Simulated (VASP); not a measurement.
# AlCo3 (Pm-3m) in VASP: a series of runs

The runs below take AlCo3 through single point, with PBEsol.

Program: VASP 6.6.1. These are calculated values, not measurements. Logs are shortened: lines on timing, memory, paths and dates and some standing lists are left out, and cuts for length are marked.

## (1) The cell of the first run

Symmetry: Pm-3m, No. 221, cubic system. Conventional cell: a = 3.382 Å, b = 3.382 Å, c = 3.382 Å, α = 90.00°, β = 90.00°, γ = 90.00°. Al (site symmetry m-3m) has 12 Co at 2.39 Å within 3.2 Å. Within 3.2 Å of Co (site symmetry 4/mmm) lie 4 Al at 2.39 Å and 8 Co at 2.39 Å.

## (2) Single point, PBEsol, collinear spin, ferromagnetic start (9.67 Å³/atom)

Contents of INCAR:

```
SYSTEM = AlCo3
PREC     = Accurate       ! precision mode
ENCUT    = 520            ! plane-wave cutoff, eV
EDIFF    = 1E-6           ! SCF threshold, eV
ISMEAR   = 0              ! smearing method
SIGMA    = 0.1            ! smearing width, eV
LREAL    = .False.        ! projectors in reciprocal space
LASPH    = .True.         ! aspherical terms in the spheres
NELM     = 150            ! most SCF steps
ALGO     = Fast           ! electronic algorithm
ISIF     = 2              ! what is computed and relaxed
LWAVE    = .False.        ! write WAVECAR
LCHARG   = .False.        ! write CHGCAR
ISPIN    = 2              ! spin polarisation
MAGMOM   = 0 1.45 1.45 1.45 ! initial moments
LORBIT   = 11             ! projections on sites
LMAXMIX  = 4              ! l up to which the mixer works
GGA      = PS             ! functional
NBANDS   = 27             ! bands
```

Contents of KPOINTS:

```
regular mesh
0
Gamma
  12 12 12
  0 0 0
```

Contents of POSCAR:

```
AlCo3
1.0
    3.3820888790      0.0000000000      0.0000000000
    0.0000000000      3.3820888790      0.0000000000
    0.0000000000      0.0000000000      3.3820888790
Al Co
1 3
Direct
    0.0000000000      0.0000000000      0.0000000000
    0.5000000000      0.5000000000      0.0000000000
    0.5000000000      0.0000000000      0.5000000000
    0.0000000000      0.5000000000      0.5000000000
```

Potentials or basis: VASP PAW PBE potentials, release 64 (Al, Co).

Started as:

```sh
$ cat potpaw_PBE.64/Al/POTCAR potpaw_PBE.64/Co/POTCAR > POTCAR
$ mpirun -np 1 vasp_std > vasp.out
```

OUTCAR:

```text
SYSTEM = AlCo3
   PREC = Accurate
   ENCUT = 520
   EDIFF = 1E-6
   ISMEAR = 0
   LREAL = .False.
   LASPH = .True.
   NELM = 150
   ISIF = 2
   ISPIN = 2
   LORBIT = 11
   GGA = PS

 ion  position               nearest neighbor table
   1  0.000  0.000  0.000-   2 2.39   3 2.39   4 2.39   3 2.39   4 2.39   2 2.39   4 2.39   4 2.39
                             2 2.39   3 2.39   3 2.39   2 2.39
   2  0.500  0.500  0.000-   1 2.39   3 2.39   4 2.39   3 2.39   4 2.39   1 2.39   3 2.39   3 2.39
                             1 2.39   4 2.39   4 2.39   1 2.39
   3  0.500  0.000  0.500-   1 2.39   2 2.39   4 2.39   1 2.39   2 2.39   2 2.39   4 2.39   2 2.39
                             1 2.39   4 2.39   1 2.39   4 2.39
   4  0.000  0.500  0.500-   1 2.39   2 2.39   3 2.39   1 2.39   2 2.39   1 2.39   3 2.39   1 2.39
                             2 2.39   3 2.39   2 2.39   3 2.39

  LATTYP: Found a simple cubic cell.
 ALAT       =     3.3820888790

  Lattice vectors:

 A1 = (   3.3820888790,   0.0000000000,   0.0000000000)
 A2 = (   0.0000000000,   3.3820888790,   0.0000000000)
 A3 = (   0.0000000000,   0.0000000000,   3.3820888790)

Analysis of symmetry for initial positions (statically):
=====================================================================
 Subroutine PRICEL returns:
 Original cell was already a primitive cell.

 Routine SETGRP: Setting up the symmetry group for a
 simple cubic supercell.

 Subroutine GETGRP returns: Found 48 space group operations
 (whereof 48 operations were pure point group operations)
 out of a pool of 48 trial point group operations.

The static configuration has the point symmetry O_h .

Analysis of symmetry for dynamics (positions and initial velocities):
=====================================================================
 Subroutine PRICEL returns:
 Original cell was already a primitive cell.

 Routine SETGRP: Setting up the symmetry group for a
 simple cubic supercell.

 Subroutine GETGRP returns: Found 48 space group operations
 (whereof 48 operations were pure point group operations)
 out of a pool of 48 trial point group operations.

The dynamic configuration has the point symmetry O_h .

Analysis of structural, dynamic, and magnetic symmetry:
=====================================================================
 Subroutine PRICEL returns:
 Original cell was already a primitive cell.

 Routine SETGRP: Setting up the symmetry group for a
 simple cubic supercell.

 Subroutine GETGRP returns: Found 48 space group operations
 (whereof 48 operations were pure point group operations)
 out of a pool of 48 trial point group operations.

The overall configuration has the point symmetry O_h .

 Subroutine INISYM returns: Found 48 space group operations
 (whereof 48 operations are pure point group operations),
 and found     1 'primitive' translations

----------------------------------------------------------------------------------------

                                     Primitive cell

  volume of cell :      38.6861

  direct lattice vectors                    reciprocal lattice vectors
     3.382088879  0.000000000  0.000000000     0.295675257  0.000000000  0.000000000
     0.000000000  3.382088879  0.000000000     0.000000000  0.295675257  0.000000000
     0.000000000  0.000000000  3.382088879     0.000000000  0.000000000  0.295675257

  length of vectors
     3.382088879  3.382088879  3.382088879     0.295675257  0.295675257  0.295675257

  position of ions in fractional coordinates (direct lattice)
     0.000000000  0.000000000  0.000000000
     0.500000000  0.500000000  0.000000000
     0.500000000  0.000000000  0.500000000
     0.000000000  0.500000000  0.500000000

  ion indices of the primitive-cell ions
   primitive index   ion index
                 1           1
                 2           2
                 3           3
                 4           4

----------------------------------------------------------------------------------------

 KPOINTS: regular mesh

Automatic generation of k-mesh.
 Grid dimensions read from file:
 generate k-points for:   12   12   12

 Generating k-lattice:

  Cartesian coordinates                     Fractional coordinates (reciprocal lattice)
     0.024639605  0.000000000  0.000000000     0.083333333  0.000000000  0.000000000
     0.000000000  0.024639605  0.000000000     0.000000000  0.083333333  0.000000000
     0.000000000  0.000000000  0.024639605     0.000000000  0.000000000  0.083333333

  Length of vectors
     0.024639605  0.024639605  0.024639605

  Shift w.r.t. Gamma in fractional coordinates (k-lattice)
     0.000000000  0.000000000  0.000000000

 Subroutine IBZKPT returns following result:
 ===========================================

 Found     84 irreducible k-points:

 Following reciprocal coordinates:
            Coordinates               Weight
  0.000000  0.000000  0.000000      1.000000
  0.083333  0.000000  0.000000      6.000000
[... 59 lines left out ...]
 Gauss-broadening in eV      SIGMA  =   0.10
  energy-cutoff  :      520.00
  volume of cell :       38.69
 maximum number of plane-waves:      1064
 NGX is ok and might be reduce to    28
   NGX = 13   NGY = 13   NGZ = 13

 number of electron      30.0000023 magnetization       1.2270465

 Free energy of the ion-electron system (eV)
  ---------------------------------------------------
  ext. energy  EPLUGINS =         0.00000000
  ---------------------------------------------------
  free energy    TOTEN  =       -27.66077186 eV

  energy without entropy =      -27.63684552  energy(sigma->0) =      -27.64880869

 E-fermi :  12.1206     XC(G=0): -13.7875

 val. band max:       12.1197728420   @ k =   0.5000   0.4167   0.3333
 cond. band min:      12.1249226415   @ k =   0.5000   0.3333   0.3333
 fundamental gap:      0.0051497994
 Fermi energy:        12.1205984318

 spin component 1

 k-point     1 :       0.0000    0.0000    0.0000
  band No.  band energies     occupation
      1       1.2857      1.00000
      2       6.6151      1.00000
      3       7.7269      1.00000
      4       7.7269      1.00000
      5       8.2013      1.00000
      6       8.2013      1.00000
[... 19 lines left out ...]
     26      28.0155      0.00000
     27      28.0157      0.00000

 k-point     2 :       0.0833    0.0000    0.0000
  band No.  band energies     occupation
      1       1.3821      1.00000
      2       6.6598      1.00000
      3       7.6797      1.00000
      4       7.7969      1.00000
      5       8.2239      1.00000
      6       8.2239      1.00000
[... 652 lines left out ...]
 k-point    24 :       0.4167    0.3333    0.0000
  band No.  band energies     occupation
      1       4.7313      1.00000
      2       6.4740      1.00000
      3       7.4081      1.00000
      4       8.3300      1.00000
      5       8.5181      1.00000
      6       9.0594      1.00000
[... 19 lines left out ...]
     26      26.9570      0.00000
     27      27.0331      0.00000

 [... further k-points ...]

 spin component 2

 k-point     1 :       0.0000    0.0000    0.0000
  band No.  band energies     occupation
      1       1.3243      1.00000
      2       7.0002      1.00000
      3       8.0050      1.00000
      4       8.0050      1.00000
      5       8.4678      1.00000
      6       8.4678      1.00000
[... 19 lines left out ...]
     26      28.1049      0.00000
     27      28.1052      0.00000

 k-point     2 :       0.0833    0.0000    0.0000
  band No.  band energies     occupation
      1       1.4208      1.00000
      2       7.0428      1.00000
      3       7.9495      1.00000
      4       8.0763      1.00000
      5       8.4895      1.00000
      6       8.4895      1.00000
[... 652 lines left out ...]
 k-point    24 :       0.4167    0.3333    0.0000
  band No.  band energies     occupation
      1       4.7785      1.00000
      2       6.5701      1.00000
      3       7.5496      1.00000
      4       8.6632      1.00000
      5       8.7720      1.00000
      6       9.3289      1.00000
[... 19 lines left out ...]
     26      26.9887      0.00000
     27      27.1759      0.00000

 [... further k-points ...]

------------------------ aborting loop because EDIFF is reached ----------------------------------------

  FORCE on cell =-STRESS in cart. coord.  units (eV):
  Direction    XX          YY          ZZ          XY          YZ          ZX
  --------------------------------------------------------------------------------------
  -------------------------------------------------------------------------------------
  Total        6.7140233      6.7140233      6.7140233     -0.0000000     -0.0000000      0.0000000
  in kB      278.0599081    278.0599081    278.0599081     -0.0000000     -0.0000000      0.0000000
  external PRESSURE =     278.0599081 kB  Pullay stress =       0.0000000 kB

 VOLUME and BASIS-vectors are now :
 -----------------------------------------------------------------------------
  energy-cutoff  :      520.00
  volume of cell :       38.69
      direct lattice vectors                 reciprocal lattice vectors
     3.382088879  0.000000000  0.000000000     0.295675257  0.000000000  0.000000000
     0.000000000  3.382088879  0.000000000     0.000000000  0.295675257  0.000000000
     0.000000000  0.000000000  3.382088879     0.000000000  0.000000000  0.295675257

 POSITION                                       TOTAL-FORCE (eV/Angst)
 -----------------------------------------------------------------------------------
      0.00000      0.00000      0.00000         0.000000      0.000000      0.000000
      1.69104      1.69104      0.00000         0.000000      0.000000      0.000000
      1.69104      0.00000      1.69104         0.000000      0.000000      0.000000
      0.00000      1.69104      1.69104         0.000000      0.000000      0.000000
 -----------------------------------------------------------------------------------
    total drift:                                0.000000      0.000000      0.000000

  FREE ENERGIE OF THE ION-ELECTRON SYSTEM (eV)
  ---------------------------------------------------
  free  energy   TOTEN  =       -27.6607718607 eV

  energy  without entropy=      -27.6368455157  energy(sigma->0) =      -27.64880869

 total charge

# of ion       s       p       d       tot
------------------------------------------
    1        0.427   0.492   0.000   0.919
    2        0.548   0.653   7.465   8.666
    3        0.548   0.653   7.465   8.666
    4        0.548   0.653   7.465   8.666
--------------------------------------------------
tot          2.072   2.451  22.394  26.917

 magnetization (x)

# of ion       s       p       d       tot
------------------------------------------
    1        0.001  -0.011   0.000  -0.010
    2       -0.000   0.006   0.403   0.410
    3       -0.000   0.006   0.403   0.410
    4       -0.000   0.006   0.403   0.410
--------------------------------------------------
tot         -0.000   0.009   1.210   1.219
```

Wall time 10 min (1 thread of Intel Xeon 8259CL, shared host); peak memory 0.26 GiB.

Results:

- Free energy: -27.6608 eV
- Pressure: 27.8 GPa
- Net moment: 1.23 μB per cell
- Site moments: Al -0.01; Co +0.41 μB
- Valence electrons inside the program's atomic spheres: Al 0.92; Co 8.67

Levels at points of the mesh, in eV from the Fermi level:
Spin up:
```csv
k point,band 14,band 15,band 16,band 17,band 18,band 19
"(0.00, 0.00, 0.00)",0.73,0.73,0.73,1.17,1.17,1.17
"(0.50, 0.00, 0.00)",-0.94,-0.78,-0.16,0.73,6.60,6.60
"(0.50, 0.50, 0.00)",-1.13,-0.59,-0.57,-0.19,1.84,1.84
"(0.50, 0.50, 0.50)",-0.73,-0.73,-0.22,0.46,0.46,0.46
```
Spin down:
```tsv
k point	band 11	band 12	band 13	band 14	band 15	band 16	band 17	band 18	band 19	band 20
(0.00, 0.00, 0.00)	0.34	0.34	0.88	1.09	1.09	1.09	1.20	1.20	1.20	8.45
(0.50, 0.00, 0.00)	-1.30	-0.63	-0.60	-0.60	-0.32	0.44	1.09	6.71	6.71	7.00
(0.50, 0.50, 0.00)	-0.84	-0.77	-0.77	-0.69	-0.26	-0.19	0.10	2.21	2.21	9.52
(0.50, 0.50, 0.50)	-0.78	-0.78	-0.78	-0.36	-0.36	-0.14	0.86	0.86	0.86	5.37
```

Caveat: the cell stands under pressure; the PAW data sets were made with another functional, which shifts forces and pressure a little.

## (3) Single point, PBEsol, collinear spin, ferromagnetic start (10.00 Å³/atom)

This run uses another cell than the first one, of 10.00 Å³/atom.

Contents of INCAR:

```
SYSTEM = AlCo3
PREC = Accurate ; ENCUT = 520
EDIFF = 1E-6 ; ISMEAR = 0
SIGMA = 0.1 ; LREAL = .False.
LASPH = .True. ; NELM = 150
ALGO = Fast ; ISIF = 2
LWAVE = .False. ; LCHARG = .False.
ISPIN = 2 ; MAGMOM = 0 1.45 1.45 1.45
LORBIT = 11 ; LMAXMIX = 4
GGA = PS ; NBANDS = 27
```

Contents of KPOINTS:

```
Automatic mesh
0
Gamma
  12 12 12
  0 0 0
```

Contents of POSCAR:

```
AlCo3
1.0
    3.4200930586      0.0000000000      0.0000000000
    0.0000000000      3.4200930586      0.0000000000
    0.0000000000      0.0000000000      3.4200930586
Al Co
1 3
Direct
    0.0000000000      0.0000000000      0.0000000000
    0.5000000000      0.5000000000      0.0000000000
    0.5000000000      0.0000000000      0.5000000000
    0.0000000000      0.5000000000      0.5000000000
```

Potentials or basis: VASP PAW PBE potentials, release 64 (Al, Co).

Started as:

```sh
$ cat potpaw_PBE.64/Al/POTCAR potpaw_PBE.64/Co/POTCAR > POTCAR
$ mpirun -np 1 vasp_std > vasp.out
```

Wall time 9.8 min (1 thread of Intel Xeon 8259CL, shared host); peak memory 0.27 GiB.

Results (log left out):

```
Free energy                                           : -27.8438 eV
Pressure                                              : 17.0 GPa
Net moment                                            : 1.40 μB per cell
Site moments                                          : Al -0.01; Co +0.47 μB
Valence electrons inside the program's atomic spheres : Al 0.90; Co 8.58
```

Levels at points of the mesh, in eV from the Fermi level:
Spin up:
```csv
k point,band 12,band 13,band 14,band 15,band 16,band 17,band 18,band 19,band 20,band 21
"(0.00, 0.00, 0.00)",-0.35,0.35,0.64,0.64,0.64,1.13,1.13,1.13,7.96,7.96
"(0.50, 0.00, 0.00)",-1.21,-0.94,-0.94,-0.80,-0.22,0.64,6.43,6.43,6.64,6.64
"(0.50, 0.50, 0.00)",-1.31,-1.24,-1.14,-0.61,-0.59,-0.20,1.70,1.70,9.21,9.21
"(0.50, 0.50, 0.50)",-1.37,-1.37,-0.74,-0.74,-0.21,0.39,0.39,0.39,4.85,5.47
```
Spin down:
```tsv
k point	band 12	band 13	band 14	band 15	band 16	band 17	band 18	band 19
(0.00, 0.00, 0.00)	0.36	0.88	1.06	1.06	1.06	1.16	1.16	1.16
(0.50, 0.00, 0.00)	-0.57	-0.55	-0.55	-0.27	0.45	1.06	6.56	6.56
(0.50, 0.50, 0.00)	-0.69	-0.69	-0.64	-0.22	-0.15	0.12	2.12	2.12
(0.50, 0.50, 0.50)	-0.71	-0.71	-0.31	-0.31	-0.12	0.84	0.84	0.84
```

Caveat: the cell stands under pressure; the PAW data sets were made with another functional, which shifts forces and pressure a little.

## (4) Single point, PBEsol, collinear spin, ferromagnetic start (10.33 Å³/atom)

This run uses another cell than the first one, of 10.33 Å³/atom.

Contents of INCAR:

```
ALGO = Fast
EDIFF = 1E-6
ENCUT = 520
GGA = PS
ISIF = 2
ISMEAR = 0
ISPIN = 2
LASPH = True
LCHARG = False
LMAXMIX = 4
LORBIT = 11
LREAL = False
LWAVE = False
MAGMOM = 0 1.45 1.45 1.45
NBANDS = 27
NELM = 150
PREC = Accurate
SIGMA = 0.1
```

Contents of KPOINTS:

```
k-points
0
Gamma
  12 12 12
```

Contents of POSCAR:

```
AlCo3
1.0
    3.4572708959      0.0000000000      0.0000000000
    0.0000000000      3.4572708959      0.0000000000
    0.0000000000      0.0000000000      3.4572708959
Al Co
1 3
Direct
    0.0000000000      0.0000000000      0.0000000000
    0.5000000000      0.5000000000      0.0000000000
    0.5000000000      0.0000000000      0.5000000000
    0.0000000000      0.5000000000      0.5000000000
```

Started as:

```sh
$ cat potpaw_PBE.64/Al/POTCAR potpaw_PBE.64/Co/POTCAR > POTCAR
$ mpirun -np 1 vasp_std > vasp.out
```

It took 11 min on 1 thread of Intel Xeon 8259CL, shared host; peak memory 0.27 GiB.

It converged, with:

```
Free energy                                           : -27.9473 eV
Pressure                                              : 8.1 GPa
Net moment                                            : 1.63 μB per cell
Site moments                                          : Al -0.01; Co +0.55 μB
Valence electrons inside the program's atomic spheres : Al 0.87; Co 8.51
```

Levels at points of the mesh, in eV from the Fermi level:
Spin up:
```csv
k point,band 12,band 13,band 14,band 15,band 16,band 17,band 18,band 19,band 20,band 21
"(0.00, 0.00, 0.00)",-0.42,0.27,0.54,0.54,0.54,1.08,1.08,1.08,7.71,7.71
"(0.50, 0.00, 0.00)",-1.24,-0.96,-0.96,-0.84,-0.29,0.54,6.27,6.27,6.41,6.41
"(0.50, 0.50, 0.00)",-1.33,-1.24,-1.16,-0.65,-0.61,-0.23,1.57,1.57,9.00,9.00
"(0.50, 0.50, 0.50)",-1.39,-1.39,-0.76,-0.76,-0.20,0.30,0.30,0.30,4.56,5.22
```
Spin down:
```tsv
k point	band 13	band 14	band 15	band 16	band 17	band 18
(0.00, 0.00, 0.00)	0.89	1.04	1.04	1.04	1.12	1.12
(0.50, 0.00, 0.00)	-0.49	-0.49	-0.21	0.47	1.04	6.41
(0.50, 0.50, 0.00)	-0.62	-0.59	-0.18	-0.11	0.15	2.06
(0.50, 0.50, 0.50)	-0.64	-0.26	-0.26	-0.11	0.84	0.84
```

Caveat: the cell stands under pressure; the PAW data sets were made with another functional, which shifts forces and pressure a little.

## (5) The runs side by side

| cell | gap on the mesh (eV) | pressure (GPa) | moment (μB) |
| --- | --- | --- | --- |
| a = 3.382 Å, 4 atoms | none | 27.8 | 1.23 |
| a = 3.420 Å, 4 atoms | none | 17.0 | 1.40 |
| a = 3.457 Å, 4 atoms | none | 8.1 | 1.63 |

Alike in all rows: task single point; level PBEsol; potentials or basis VASP PAW PBE potentials, release 64 (Al, Co); spin collinear, ferromagnetic start; k mesh 12 × 12 × 12; cutoff (eV) 520; smearing gaussian 0.1 eV.

Caveats: the cell stands under pressure; the PAW data sets were made with another functional, which shifts forces and pressure a little.

Total energies depend on the potentials used, so only differences within one code and one set of settings carry meaning.
